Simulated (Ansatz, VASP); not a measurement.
**One calculation of Rh, two programs**

```
Rh
1.0
    -1.52288    1.52288    1.52288
     1.52288   -1.52288    1.52288
     1.52288    1.52288   -1.52288
Rh
1
Direct
  0.00000 0.00000 0.00000
```

Alike in both runs: functional r2SCAN; k mesh 15 × 15 × 15; occupations fermi-dirac, width 0.1 eV; no spin polarisation.

Ansatz relaxed the structure, and its values are those at the end. VASP's run is a single point on that final structure, the one shown.

|  | VASP | Ansatz |
| --- | --- | --- |
| version | VASP 6.6.1 | Ansatz 0.2.0 |
| potentials or method | VASP PAW PBE potentials, release 64 (Rh_pv), cutoff 520 eV | plane waves (500 eV) with PAW, scalar-relativistic |
| valence electrons in the cell | 15 | 17 |

|  | VASP | Ansatz | Ansatz less VASP |
| --- | --- | --- | --- |
| pressure (GPa) | 1.4 | 0.0 | -1.36 |

VASP's potentials were made for PBE, not for r2SCAN. VASP's potentials hold 15 valence electrons a cell and Ansatz's 17, so a difference there can come from the potentials and not from the codes.
